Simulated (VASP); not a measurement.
# BaTiO3 (R3m) in VASP: electric field gradients with LDA

Aim: the electric field gradients of BaTiO3 with LDA.

Everything below comes from runs of VASP 6.6.1. Logs are shortened: lines on timing, memory, paths and dates and some standing lists are left out, and cuts for length are marked.

## Step 1: The cell of the first run

Symmetry: R3m, No. 160, trigonal system. Conventional cell: a = 5.712 Å, b = 5.712 Å, c = 6.953 Å, α = 90.00°, β = 90.00°, γ = 120.00°. Ba (site symmetry 3m) has 12 O at 2.80 to 2.89 Å and 8 Ti at 3.38 to 3.57 Å within 3.7 Å. Within 2.5 Å of Ti (site symmetry 3m) lie 6 O at 1.89 to 2.15 Å. Within 2.5 Å of O (site symmetry m) lie 2 Ti at 1.89 to 2.15 Å.

## Step 2: Electric field gradients, LDA (equal xx and yy strain of +1 %)

Contents of INCAR:

```
ALGO = Normal
EDIFF = 1E-8
ENCUT = 520
ISIF = 2
ISMEAR = -1
LASPH = True
LCHARG = False
LEFG = True
LREAL = False
LWAVE = False
NBANDS = 28
NELM = 80
PREC = Accurate
SIGMA = 0.05
```

Contents of KPOINTS:

```
k-points
0
Gamma
  9 9 9
```

Contents of POSCAR:

```
BaTiO3
1.0
    2.8559448391      1.6488805216      2.3177316080
   -2.8559448391      1.6488805216      2.3177316080
    0.0000000000     -3.2977610432      2.3177316080
Ba Ti O
1 1 3
Direct
    0.0000000000      0.0000000000      0.0000000000
    0.5140000000      0.5140000000      0.5140000000
    0.4916000000      0.4916000000      0.9815000000
    0.4916000000      0.9815000000      0.4916000000
    0.9815000000      0.4916000000      0.4916000000
```

Potentials or basis: VASP PAW LDA potentials, release 64 (Ba_sv, Ti_sv, O).

Run with:

```
> cat potpaw_LDA.64/Ba_sv/POTCAR potpaw_LDA.64/Ti_sv/POTCAR potpaw_LDA.64/O/POTCAR > POTCAR
> mpirun -np 1 vasp_std > vasp.out
```

OUTCAR:

```text
EDIFF = 1E-8
   ENCUT = 520
   ISIF = 2
   ISMEAR = -1
   LASPH = True
   LREAL = False
   NELM = 80
   PREC = Accurate

 ion  position               nearest neighbor table
   1  0.000  0.000  0.000-   3 2.80   4 2.80   5 2.80   5 2.86   4 2.86   4 2.86   5 2.86   3 2.86
                             3 2.86   3 2.89   4 2.89   5 2.89   2 3.38   2 3.46   2 3.46   2 3.46
   2  0.514  0.514  0.514-   3 1.89   4 1.89   5 1.89   3 2.15   4 2.15   5 2.15   1 3.38   1 3.46
                             1 3.46   1 3.46   1 3.53   1 3.53   1 3.53   1 3.57
   3  0.492  0.492  0.981-   2 1.89   2 2.15   1 2.80   1 2.86   1 2.86   1 2.89
   4  0.492  0.981  0.492-   2 1.89   2 2.15   1 2.80   1 2.86   1 2.86   1 2.89
   5  0.981  0.492  0.492-   2 1.89   2 2.15   1 2.80   1 2.86   1 2.86   1 2.89

  LATTYP: Found a trigonal (rhomboedric) cell.
 ALAT       =     4.0307701132
 COS(alpha) =    -0.0040458981

  Lattice vectors:

 A1 = (   2.8559448391,   1.6488805216,   2.3177316080)
 A2 = (  -2.8559448391,   1.6488805216,   2.3177316080)
 A3 = (   0.0000000000,  -3.2977610432,   2.3177316080)

Analysis of symmetry for initial positions (statically):
=====================================================================
 Subroutine PRICEL returns:
 Original cell was already a primitive cell.

 Routine SETGRP: Setting up the symmetry group for a
 trigonal (rhombohedral) supercell.

 Subroutine GETGRP returns: Found  6 space group operations
 (whereof  6 operations were pure point group operations)
 out of a pool of 12 trial point group operations.

The static configuration has the point symmetry C_3v.

Analysis of symmetry for dynamics (positions and initial velocities):
=====================================================================
 Subroutine PRICEL returns:
 Original cell was already a primitive cell.

 Routine SETGRP: Setting up the symmetry group for a
 trigonal (rhombohedral) supercell.

 Subroutine GETGRP returns: Found  6 space group operations
 (whereof  6 operations were pure point group operations)
 out of a pool of 12 trial point group operations.

The dynamic configuration has the point symmetry C_3v.

 Subroutine INISYM returns: Found  6 space group operations
 (whereof  6 operations are pure point group operations),
 and found     1 'primitive' translations

----------------------------------------------------------------------------------------

                                     Primitive cell

  volume of cell :      65.4867

  direct lattice vectors                    reciprocal lattice vectors
     2.855944839  1.648880522  2.317731608     0.175073409  0.101078680  0.143818780
    -2.855944839  1.648880522  2.317731608    -0.175073409  0.101078680  0.143818780
     0.000000000 -3.297761043  2.317731608     0.000000000 -0.202157360  0.143818780

  length of vectors
     4.030770113  4.030770113  4.030770113     0.248095626  0.248095626  0.248095626

  position of ions in fractional coordinates (direct lattice)
     0.000000000  0.000000000  0.000000000
     0.514000000  0.514000000  0.514000000
     0.491600000  0.491600000  0.981500000
     0.491600000  0.981500000  0.491600000
     0.981500000  0.491600000  0.491600000

  ion indices of the primitive-cell ions
   primitive index   ion index
                 1           1
                 2           2
                 3           3
                 4           4
                 5           5

----------------------------------------------------------------------------------------

 KPOINTS: k-points

Automatic generation of k-mesh.
 Grid dimensions read from file:
 generate k-points for:    9    9    9

 Generating k-lattice:

  Cartesian coordinates                     Fractional coordinates (reciprocal lattice)
     0.019452601  0.011230964  0.015979864     0.111111111  0.000000000  0.000000000
    -0.019452601  0.011230964  0.015979864     0.000000000  0.111111111  0.000000000
     0.000000000 -0.022461929  0.015979864     0.000000000  0.000000000  0.111111111

  Length of vectors
     0.027566181  0.027566181  0.027566181

  Shift w.r.t. Gamma in fractional coordinates (k-lattice)
     0.000000000  0.000000000  0.000000000

 Subroutine IBZKPT returns following result:
 ===========================================

 Found     85 irreducible k-points:

 Following reciprocal coordinates:
            Coordinates               Weight
  0.000000  0.000000  0.000000      1.000000
  0.111111 -0.000000  0.000000      6.000000
  0.222222  0.000000  0.000000      6.000000
  0.333333  0.000000 -0.000000      6.000000
  0.444444  0.000000  0.000000      6.000000
  0.111111  0.111111  0.000000      6.000000
[... 16 lines left out ...]
 -0.333333  0.333333  0.000000      6.000000
  0.444444  0.444444  0.000000      6.000000
 [... further k-points ...]
   k-points           NKPTS =     85   k-points in BZ     NKDIM =     85   number of bands    NBANDS=     28
   number of dos      NEDOS =    301   number of ions     NIONS =      5
   total plane-waves  NPLWV =  27000
   dimension x,y,z NGX =    30 NGY =   30 NGZ =   30
   dimension x,y,z NGXF=    60 NGYF=   60 NGZF=   60
   ions per type =               1   1   3
   NGX,Y,Z   is equivalent  to a cutoff of  12.37, 12.37, 12.37 a.u.
   NGXF,Y,Z  is equivalent  to a cutoff of  24.75, 24.75, 24.75 a.u.
 SYSTEM =  unknown system
   PREC   = accura    normal or accurate (medium, high low for compatibility)
   ISTART =      0    job   : 0-new  1-cont  2-samecut
   ICHARG =      2    charge: 1-file 2-atom 10-const
   ISPIN  =      1    spin polarized calculation?
   LNONCOLLINEAR =      F non collinear calculations
   LSORBIT =      F    spin-orbit coupling
   LASPH  =      T    aspherical Exc in radial PAW
   ENCUT  =  520.0 eV  38.22 Ry    6.18 a.u.   7.49  7.49  7.49*2*pi/ulx,y,z
   NELM   =     80;   NELMIN=  2; NELMDL= -5     # of ELM steps
   EDIFF  = 0.1E-07   stopping-criterion for ELM
   LREAL  =      F    real-space projection
   EDIFFG = 0.1E-06   stopping-criterion for IOM
   NSW    =      0    number of steps for IOM
   IBRION =     -1    ionic relax: 0-MD 1-quasi-New 2-CG
   NFREE  =      0    steps in history (QN), initial steepest desc. (CG)
   ISIF   =      2    stress and relaxation
   ISYM   =      2    0-nonsym 1-usesym 2-fastsym
   POTIM  = 0.5000    time-step for ionic-motion
   TEBEG  =    0.0;   TEEND  =   0.0 temperature during run
   PSTRESS=    0.0 pullay stress
   NELECT =      40.0000    total number of electrons
   NUPDOWN=      -1.0000    fix difference up-down
   EMIN   =  10.00;   EMAX   =-10.00  energy-range for DOS
   EFERMI =   0.00;   METHOD = LEGACY
   ISMEAR =    -1;   SIGMA  =   0.05  broadening in eV -4-tet -1-fermi 0-gaus
   EFERMI_NEDOS =   21; number of points for ismear=-14 and -15
   IALGO  =     38    algorithm
   IMIX   =      4    mixing-type and parameters
     AMIX     =   0.40;   BMIX     =  1.00
     AMIX_MAG =   1.60;   BMIX_MAG =  1.00
  volume/ion in A,a.u.               =      13.10        88.39
  Fermi-wavevector in a.u.,A,eV,Ry     =   1.389026  2.624878 26.250987  1.929393
  Thomas-Fermi vector in A             =   2.513096
   LORBIT       =      0    0 simple, 1 ext, 2 COOP (PROOUT), +10 PAW based schemes
   GGA     = CA    functional components
   LHFCALC =     F    Hartree Fock is set to
   AEXX    =    0.0000 exact exchange contribution
   IVDW    =     0    specifies the selected vdW correction
   LEPSILON=     F    determine dielectric tensor
   LRPA    =     F    only Hartree local field effects (RPA)
 non-spin polarized calculation
  energy-cutoff  :      520.00
  volume of cell :       65.49
 maximum number of plane-waves:      1785
 NGX is ok and might be reduce to    30
   NGX = 15   NGY = 15   NGZ = 15

 number of electron      40.0000009 magnetization

 Free energy of the ion-electron system (eV)
  ---------------------------------------------------
  ext. energy  EPLUGINS =         0.00000000
  ---------------------------------------------------
  free energy    TOTEN  =       -44.09339774 eV

  energy without entropy =      -44.09339774  energy(sigma->0) =      -44.09339774

 E-fermi :   4.4832     XC(G=0): -11.6149

 val. band max:        3.2818530566   @ k =   0.4444   0.4444   0.4444
 cond. band min:       5.5300385338   @ k =   0.0000   0.0000   0.0000
 fundamental gap:      2.2481854772
 Fermi energy:         4.4831624382

 k-point     1 :       0.0000    0.0000    0.0000
  band No.  band energies     occupation
      1     -52.3406      2.00000
      2     -28.9865      2.00000
      3     -28.9827      2.00000
      4     -28.9827      2.00000
      5     -21.3897      2.00000
      6     -13.1683      2.00000
[... 20 lines left out ...]
     27       8.1944      0.00000
     28      10.2721      0.00000

 k-point     2 :       0.1111   -0.0000    0.0000
  band No.  band energies     occupation
      1     -52.3404      2.00000
      2     -28.9904      2.00000
      3     -28.9844      2.00000
      4     -28.9824      2.00000
      5     -21.3772      2.00000
      6     -13.1730      2.00000
[... 20 lines left out ...]
     27       8.4353      0.00000
     28      10.5692      0.00000

 k-point     3 :       0.2222    0.0000    0.0000
  band No.  band energies     occupation
      1     -52.3401      2.00000
      2     -29.0047      2.00000
      3     -28.9842      2.00000
      4     -28.9818      2.00000
      5     -21.3450      2.00000
      6     -13.2167      2.00000
[... 20 lines left out ...]
     27       9.0884      0.00000
     28      11.3926      0.00000

 k-point     4 :       0.3333    0.0000   -0.0000
  band No.  band energies     occupation
      1     -52.3398      2.00000
      2     -29.0213      2.00000
      3     -28.9836      2.00000
      4     -28.9812      2.00000
      5     -21.3079      2.00000
      6     -13.3053      2.00000
[... 578 lines left out ...]
     27      11.3915      0.00000
     28      12.5411      0.00000

 k-point    23 :      -0.3333    0.3333    0.0000
  band No.  band energies     occupation
      1     -52.3391      2.00000
      2     -29.0200      2.00000
      3     -29.0179      2.00000
      4     -28.9809      2.00000
      5     -21.2475      2.00000
      6     -13.0315      2.00000
[... 20 lines left out ...]
     27      11.5298      0.00000
     28      11.8173      0.00000

 k-point    24 :       0.4444    0.4444    0.0000
  band No.  band energies     occupation
      1     -52.3386      2.00000
      2     -29.0297      2.00000
      3     -29.0279      2.00000
      4     -28.9801      2.00000
      5     -21.2132      2.00000
      6     -12.8360      2.00000
[... 20 lines left out ...]
     27      11.2878      0.00000
     28      12.9102      0.00000

 [... further k-points ...]
[... 5 lines left out ...]
  --------------------------------------------------------------------------------------
  -------------------------------------------------------------------------------------
  Total       -3.2283011     -3.2283011     -2.3280269      0.0000000      0.0000000      0.0000000
  in kB      -78.9825627    -78.9825627    -56.9567473      0.0000000      0.0000000      0.0000000
  external PRESSURE =     -71.6406242 kB  Pullay stress =       0.0000000 kB

 VOLUME and BASIS-vectors are now :
 -----------------------------------------------------------------------------
  energy-cutoff  :      520.00
  volume of cell :       65.49
      direct lattice vectors                 reciprocal lattice vectors
     2.855944839  1.648880522  2.317731608     0.175073409  0.101078680  0.143818780
    -2.855944839  1.648880522  2.317731608    -0.175073409  0.101078680  0.143818780
     0.000000000 -3.297761043  2.317731608     0.000000000 -0.202157360  0.143818780

 POSITION                                       TOTAL-FORCE (eV/Angst)
 -----------------------------------------------------------------------------------
      0.00000      0.00000      0.00000         0.000000     -0.000000      0.108027
      0.00000      0.00000      3.57394         0.000000     -0.000000      0.155462
      0.00000     -1.61557      4.55365         0.000000      0.047460     -0.087830
     -1.39913      0.80779      4.55365         0.041102     -0.023730     -0.087830
      1.39913      0.80779      4.55365        -0.041102     -0.023730     -0.087830
 -----------------------------------------------------------------------------------
    total drift:                               -0.000000      0.000002     -0.000737

  FREE ENERGIE OF THE ION-ELECTRON SYSTEM (eV)
  ---------------------------------------------------
  free  energy   TOTEN  =       -44.0933977385 eV

  energy  without entropy=      -44.0933977384  energy(sigma->0) =      -44.09339774

 Electric field gradients (V/A^2)
---------------------------------------------------------------------
 ion       V_xx      V_yy      V_zz      V_xy      V_xz      V_yz
---------------------------------------------------------------------
   1       2.537     2.537    -5.075     0.000    -0.000     0.000
   2      -6.681    -6.681    13.361    -0.000    -0.000    -0.000
   3      -9.933     9.108     0.825    -0.000    -0.000   -13.244
   4       4.348    -5.173     0.825    -8.245   -11.470     6.622
   5       4.348    -5.173     0.825     8.245    11.470     6.622
---------------------------------------------------------------------

 Electric field gradients after diagonalization (V/A^2)
 (convention: |V_zz| > |V_xx| > |V_yy|)
----------------------------------------------------------------------
 ion       V_xx      V_yy      V_zz     asymmetry (V_yy - V_xx)/ V_zz
----------------------------------------------------------------------
   1       2.537     2.537    -5.075       0.000
   2      -6.681    -6.681    13.361       0.000
   3      -9.933    -8.910    18.843       0.054
   4      -9.933    -8.910    18.843       0.054
   5      -9.933    -8.910    18.843       0.054
----------------------------------------------------------------------

           NMR quadrupolar parameters

 Cq : quadrupolar parameter    Cq=e*Q*V_zz/h
 eta: asymmetry parameters     (V_yy - V_xx)/ V_zz
 Q  : nuclear electric quadrupole moment in mb (millibarn)
----------------------------------------------------------------------
 ion       Cq(MHz)       eta       Q (mb)
----------------------------------------------------------------------
   1      -0.012       0.000       1.000
   2       0.032       0.000       1.000
   3       0.046       0.054       1.000
   4       0.046       0.054       1.000
   5       0.046       0.054       1.000
----------------------------------------------------------------------
```

Wall time 1.8 min (1 thread of Intel Xeon 6975P-C, shared host); peak memory 0.27 GiB.

What came out:

- Free energy: -44.0934 eV
- Pressure: -7.2 GPa
- Largest force: 0.155 eV/Å
- Band gap on the k mesh: 2.25 eV, indirect (least direct gap 2.64 eV)

Forces in eV/Å, atoms in the order of the input:
```
Ba   0.000  0.000  0.108
Ti   0.000  0.000  0.155
O    0.000  0.047 -0.088
O    0.041 -0.024 -0.088
O   -0.041 -0.024 -0.088
```

Electric field gradients, principal values (V/Å²):
```csv
atom,least,middle,greatest (by size)
1 Ba,2.537,2.537,-5.075
2 Ti,-6.681,-6.681,13.361
3 O,-8.910,-9.933,18.843
4 O,-8.910,-9.933,18.843
5 O,-8.910,-9.933,18.843
```

Caveat: the cell differs from its parent crystal (equal xx and yy strain of +1 %); without QUAD_EFG the Cq values of the log hold for a quadrupole moment of 1 mb, not for the nuclei; spin-orbit coupling is left out, which moves the levels of the heavy elements.
